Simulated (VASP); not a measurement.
# Zn (Fm-3m) in VASP: a series of runs

The runs below take Zn through single point, with PBEsol.

All numbers are computed with VASP 6.6.1; they aren't measurements. Logs are shortened: lines on timing, memory, paths and dates and some standing lists are left out, and cuts for length are marked.

### Step 1. The cell of the first run

Symmetry: Fm-3m, No. 225, cubic system. Conventional cell: a = 3.843 Å, b = 3.843 Å, c = 3.843 Å, α = 90.00°, β = 90.00°, γ = 90.00°. Within 3.6 Å of Zn (site symmetry m-3m) lie 12 Zn at 2.72 Å.

### Step 2. Single point, PBEsol

The input, INCAR:

```
SYSTEM = Zn
PREC = Accurate
ENCUT = 520
EDIFF = 1E-7
ISMEAR = -1
SIGMA = 0.1
LREAL = .FALSE.
LASPH = .TRUE.
NELM = 100
ALGO = Normal
ISIF = 2
LWAVE = .FALSE.
LCHARG = .FALSE.
GGA = PS
NBANDS = 12
```

The input, KPOINTS:

```
regular mesh
0
G
  16 16 16
  0 0 0
```

The input, POSCAR:

```
Zn
1.0
    0.0000000000      1.9215189282      1.9215189282
    1.9215189282      0.0000000000      1.9215189282
    1.9215189282      1.9215189282      0.0000000000
Zn
1
Direct
    0.0000000000      0.0000000000      0.0000000000
```

Potentials or basis: VASP PAW PBE potentials, release 64 (Zn).

Launch:

```
> cat potpaw_PBE.64/Zn/POTCAR > POTCAR
> mpirun -np 1 vasp_std > vasp.out
```

OUTCAR:

```text
SYSTEM = Zn
   PREC = Accurate
   ENCUT = 520
   EDIFF = 1E-7
   ISMEAR = -1
   LREAL = .FALSE.
   LASPH = .TRUE.
   NELM = 100
   ISIF = 2
   GGA = PS

 ion  position               nearest neighbor table
   1  0.000  0.000  0.000-

  LATTYP: Found a face centered cubic cell.
 ALAT       =     3.8430378564

  Lattice vectors:

 A1 = (   0.0000000000,   1.9215189282,   1.9215189282)
 A2 = (   1.9215189282,   0.0000000000,   1.9215189282)
 A3 = (   1.9215189282,   1.9215189282,   0.0000000000)

Analysis of symmetry for initial positions (statically):
=====================================================================
 Subroutine PRICEL returns:
 Original cell was already a primitive cell.

 Routine SETGRP: Setting up the symmetry group for a
 face centered cubic supercell.

 Subroutine GETGRP returns: Found 48 space group operations
 (whereof 48 operations were pure point group operations)
 out of a pool of 48 trial point group operations.

The static configuration has the point symmetry O_h .

Analysis of symmetry for dynamics (positions and initial velocities):
=====================================================================
 Subroutine PRICEL returns:
 Original cell was already a primitive cell.

 Routine SETGRP: Setting up the symmetry group for a
 face centered cubic supercell.

 Subroutine GETGRP returns: Found 48 space group operations
 (whereof 48 operations were pure point group operations)
 out of a pool of 48 trial point group operations.

The dynamic configuration has the point symmetry O_h .

 Subroutine INISYM returns: Found 48 space group operations
 (whereof 48 operations are pure point group operations),
 and found     1 'primitive' translations

----------------------------------------------------------------------------------------

                                     Primitive cell

  volume of cell :      14.1894

  direct lattice vectors                    reciprocal lattice vectors
     0.000000000  1.921518928  1.921518928    -0.260210812  0.260210812  0.260210812
     1.921518928  0.000000000  1.921518928     0.260210812 -0.260210812  0.260210812
     1.921518928  1.921518928  0.000000000     0.260210812  0.260210812 -0.260210812

  length of vectors
     2.717438129  2.717438129  2.717438129     0.450698347  0.450698347  0.450698347

  position of ions in fractional coordinates (direct lattice)
     0.000000000  0.000000000  0.000000000

  ion indices of the primitive-cell ions
   primitive index   ion index
                 1           1

----------------------------------------------------------------------------------------

 KPOINTS: regular mesh

Automatic generation of k-mesh.
 Grid dimensions read from file:
 generate k-points for:   16   16   16

 Generating k-lattice:

  Cartesian coordinates                     Fractional coordinates (reciprocal lattice)
    -0.016263176  0.016263176  0.016263176     0.062500000  0.000000000  0.000000000
     0.016263176 -0.016263176  0.016263176     0.000000000  0.062500000  0.000000000
     0.016263176  0.016263176 -0.016263176     0.000000000  0.000000000  0.062500000

  Length of vectors
     0.028168647  0.028168647  0.028168647

  Shift w.r.t. Gamma in fractional coordinates (k-lattice)
     0.000000000  0.000000000  0.000000000

 Subroutine IBZKPT returns following result:
 ===========================================

 Found    145 irreducible k-points:

 Following reciprocal coordinates:
            Coordinates               Weight
  0.000000  0.000000  0.000000      1.000000
  0.062500  0.000000  0.000000      8.000000
  0.125000  0.000000  0.000000      8.000000
  0.187500  0.000000  0.000000      8.000000
  0.250000  0.000000  0.000000      8.000000
  0.312500  0.000000  0.000000      8.000000
[... 16 lines left out ...]
 -0.125000  0.062500  0.000000     24.000000
 -0.062500  0.062500  0.000000     12.000000
 [... further k-points ...]
   k-points           NKPTS =    145   k-points in BZ     NKDIM =    145   number of bands    NBANDS=     12
   number of dos      NEDOS =    301   number of ions     NIONS =      1
   total plane-waves  NPLWV =   8000
   dimension x,y,z NGX =    20 NGY =   20 NGZ =   20
   dimension x,y,z NGXF=    40 NGYF=   40 NGZF=   40
   ions per type =               1
   NGX,Y,Z   is equivalent  to a cutoff of  12.24, 12.24, 12.24 a.u.
   NGXF,Y,Z  is equivalent  to a cutoff of  24.47, 24.47, 24.47 a.u.
 SYSTEM =  Zn
   PREC   = accura    normal or accurate (medium, high low for compatibility)
   ISTART =      0    job   : 0-new  1-cont  2-samecut
   ICHARG =      2    charge: 1-file 2-atom 10-const
   ISPIN  =      1    spin polarized calculation?
   LNONCOLLINEAR =      F non collinear calculations
   LSORBIT =      F    spin-orbit coupling
   LASPH  =      T    aspherical Exc in radial PAW
   ENCUT  =  520.0 eV  38.22 Ry    6.18 a.u.   5.05  5.05  5.05*2*pi/ulx,y,z
   NELM   =    100;   NELMIN=  2; NELMDL= -5     # of ELM steps
   EDIFF  = 0.1E-06   stopping-criterion for ELM
   LREAL  =      F    real-space projection
   EDIFFG = 0.1E-05   stopping-criterion for IOM
   NSW    =      0    number of steps for IOM
   IBRION =     -1    ionic relax: 0-MD 1-quasi-New 2-CG
   NFREE  =      0    steps in history (QN), initial steepest desc. (CG)
   ISIF   =      2    stress and relaxation
   ISYM   =      2    0-nonsym 1-usesym 2-fastsym
   POTIM  = 0.5000    time-step for ionic-motion
   TEBEG  =    0.0;   TEEND  =   0.0 temperature during run
   PSTRESS=    0.0 pullay stress
   NELECT =      12.0000    total number of electrons
   NUPDOWN=      -1.0000    fix difference up-down
   EMIN   =  10.00;   EMAX   =-10.00  energy-range for DOS
   EFERMI =   0.00;   METHOD = LEGACY
   ISMEAR =    -1;   SIGMA  =   0.10  broadening in eV -4-tet -1-fermi 0-gaus
   EFERMI_NEDOS =   21; number of points for ismear=-14 and -15
   IALGO  =     38    algorithm
   IMIX   =      4    mixing-type and parameters
     AMIX     =   0.40;   BMIX     =  1.00
     AMIX_MAG =   1.60;   BMIX_MAG =  1.00
  volume/ion in A,a.u.               =      14.19        95.75
  Fermi-wavevector in a.u.,A,eV,Ry     =   1.548153  2.925585 32.610146  2.396778
  Thomas-Fermi vector in A             =   2.653144
   LORBIT       =      0    0 simple, 1 ext, 2 COOP (PROOUT), +10 PAW based schemes
   GGA     = PS    functional components
   LHFCALC =     F    Hartree Fock is set to
   AEXX    =    0.0000 exact exchange contribution
   IVDW    =     0    specifies the selected vdW correction
   LEPSILON=     F    determine dielectric tensor
   LRPA    =     F    only Hartree local field effects (RPA)
 non-spin polarized calculation
  energy-cutoff  :      520.00
  volume of cell :       14.19
 maximum number of plane-waves:       392
   NGX = 11   NGY = 11   NGZ = 11

 number of electron      12.0000009 magnetization

 Free energy of the ion-electron system (eV)
  ---------------------------------------------------
  ext. energy  EPLUGINS =         0.00000000
  ---------------------------------------------------
  free energy    TOTEN  =        -1.56152909 eV

  energy without entropy =       -1.55000827  energy(sigma->0) =       -1.55576868

 E-fermi :   3.4192     XC(G=0): -12.0814

 val. band max:        3.3988771015   @ k =  -0.3750   0.2500   0.0625
 cond. band min:       3.4335985794   @ k =  -0.3750   0.4375   0.0625
 fundamental gap:      0.0347214779
 Fermi energy:         3.4191872997

 k-point     1 :       0.0000    0.0000    0.0000
  band No.  band energies     occupation
      1      -7.5191      2.00000
      2      -4.3759      2.00000
      3      -4.3759      2.00000
      4      -4.3759      2.00000
      5      -3.9412      2.00000
      6      -3.9412      2.00000
      7      22.5879      0.00000
      8      22.5879      0.00000
      9      22.5879      0.00000
     10      22.8240      0.00000
     11      25.2808      0.00000
     12      25.2808      0.00000

 k-point     2 :       0.0625    0.0000    0.0000
  band No.  band energies     occupation
      1      -7.3955      2.00000
      2      -4.3875      2.00000
      3      -4.3606      2.00000
      4      -4.3606      2.00000
      5      -3.9458      2.00000
      6      -3.9458      2.00000
      7      20.3197      0.00000
      8      22.1653      0.00000
      9      22.1653      0.00000
     10      22.7206      0.00000
     11      25.9156      0.00000
     12      25.9156      0.00000

 k-point     3 :       0.1250    0.0000    0.0000
  band No.  band energies     occupation
      1      -7.0315      2.00000
      2      -4.4129      2.00000
      3      -4.3229      2.00000
      4      -4.3229      2.00000
      5      -3.9524      2.00000
      6      -3.9524      2.00000
      7      17.1216      0.00000
      8      21.4179      0.00000
      9      21.4179      0.00000
     10      22.5996      0.00000
     11      27.2936      0.00000
     12      27.2936      0.00000
[... 286 lines left out ...]
 k-point    23 :      -0.1250    0.0625    0.0000
  band No.  band energies     occupation
      1      -6.7555      2.00000
      2      -4.4451      2.00000
      3      -4.2956      2.00000
      4      -4.2852      2.00000
      5      -3.9956      2.00000
      6      -3.9063      2.00000
      7      16.1534      0.00000
      8      18.5554      0.00000
      9      22.7844      0.00000
     10      23.3208      0.00000
     11      26.3860      0.00000
     12      26.6821      0.00000

 k-point    24 :      -0.0625    0.0625    0.0000
  band No.  band energies     occupation
      1      -7.1915      2.00000
      2      -4.4119      2.00000
      3      -4.3395      2.00000
      4      -4.3276      2.00000
      5      -3.9713      2.00000
      6      -3.9313      2.00000
      7      19.2010      0.00000
      8      19.4946      0.00000
      9      22.9412      0.00000
     10      23.1070      0.00000
     11      25.5150      0.00000
     12      26.9013      0.00000

 [... further k-points ...]
[... 5 lines left out ...]
  --------------------------------------------------------------------------------------
  -------------------------------------------------------------------------------------
  Total        0.0112725      0.0112725      0.0112725      0.0000000      0.0000000      0.0000000
  in kB        1.2728170      1.2728170      1.2728170      0.0000000      0.0000000      0.0000000
  external PRESSURE =       1.2728170 kB  Pullay stress =       0.0000000 kB

 VOLUME and BASIS-vectors are now :
 -----------------------------------------------------------------------------
  energy-cutoff  :      520.00
  volume of cell :       14.19
      direct lattice vectors                 reciprocal lattice vectors
     0.000000000  1.921518928  1.921518928    -0.260210812  0.260210812  0.260210812
     1.921518928  0.000000000  1.921518928     0.260210812 -0.260210812  0.260210812
     1.921518928  1.921518928  0.000000000     0.260210812  0.260210812 -0.260210812

 POSITION                                       TOTAL-FORCE (eV/Angst)
 -----------------------------------------------------------------------------------
      0.00000      0.00000      0.00000        -0.000000      0.000000      0.000000
 -----------------------------------------------------------------------------------
    total drift:                                0.000000      0.000000      0.000000

  FREE ENERGIE OF THE ION-ELECTRON SYSTEM (eV)
  ---------------------------------------------------
  free  energy   TOTEN  =        -1.5615290884 eV

  energy  without entropy=       -1.5500082679  energy(sigma->0) =       -1.55576868
```

Run time: 11 s. Hardware: 1 thread of Intel Xeon Platinum 8488C (Sapphire Rapids), shared host; peak memory 0.13 GiB.

Results:

- Free energy: -1.5615 eV
- Pressure: 0.1 GPa
- Band gap on the k mesh: zero (band 6 reaches 5.68 eV, above the bottom of band 7 at 2.13 eV)

Levels at points of the mesh, in eV from the Fermi level:
| k point | band 4 | band 5 | band 6 | band 7 | band 8 | band 9 |
| --- | --- | --- | --- | --- | --- | --- |
| (0.00, 0.00, 0.00) | -7.80 | -7.36 | -7.36 | 19.17 | 19.17 | 19.17 |
| (0.50, 0.00, 0.00) | -7.04 | -7.04 | -3.23 | -1.29 | 16.00 | 16.00 |
| (0.50, 0.50, 0.00) | -6.96 | -6.96 | -1.21 | 1.96 | 8.73 | 8.73 |

Caveat: the PAW data sets were made with another functional, which shifts forces and pressure a little.

### Step 3. Single point, PBEsol (volume scaled by 1.04)

The input, INCAR:

```
SYSTEM = Zn
ALGO = Normal
EDIFF = 1E-6
ENCUT = 520
GGA = PS
ISIF = 2
ISMEAR = -1
LASPH = .TRUE.
LCHARG = .FALSE.
LREAL = .FALSE.
LWAVE = .FALSE.
NBANDS = 12
NELM = 100
PREC = Accurate
SIGMA = 0.1
```

The input, KPOINTS:

```
k-points
0
G
  16 16 16
  0 0 0
```

The input, POSCAR:

```
Zn
1.0
    0.0000000000      1.9468049717      1.9468049717
    1.9468049717      0.0000000000      1.9468049717
    1.9468049717      1.9468049717      0.0000000000
Zn
1
Direct
    0.0000000000      0.0000000000      0.0000000000
```

Potentials or basis: VASP PAW PBE potentials, release 64 (Zn).

Launch:

```
> cat potpaw_PBE.64/Zn/POTCAR > POTCAR
> mpirun -np 1 vasp_std > vasp.out
```

Run time: 12 s. Hardware: 1 thread of Intel Xeon Platinum 8488C (Sapphire Rapids), shared host; peak memory 0.14 GiB.

The run converged. Its results:

```yaml
Free_energy: -1.5563 eV
Pressure: -3.0 GPa
Band_gap_on_the_k_mesh: zero (band 6 reaches 5.36 eV, above the bottom of band 7 at 1.77 eV)
```

Levels at points of the mesh, in eV from the Fermi level:
| k point | band 3 | band 4 | band 5 | band 6 | band 7 | band 8 | band 9 | band 10 |
| --- | --- | --- | --- | --- | --- | --- | --- | --- |
| (0.00, 0.00, 0.00) | -7.67 | -7.67 | -7.27 | -7.27 | 18.62 | 18.62 | 18.62 | 19.11 |
| (0.50, 0.00, 0.00) | -7.68 | -6.97 | -6.97 | -3.04 | -1.35 | 15.54 | 15.54 | 17.62 |
| (0.50, 0.50, 0.00) | -6.98 | -6.89 | -6.89 | -1.09 | 1.82 | 8.54 | 8.54 | 12.26 |

Caveat: the PAW data sets were made with another functional, which shifts forces and pressure a little.

[end of part 1 of 2]
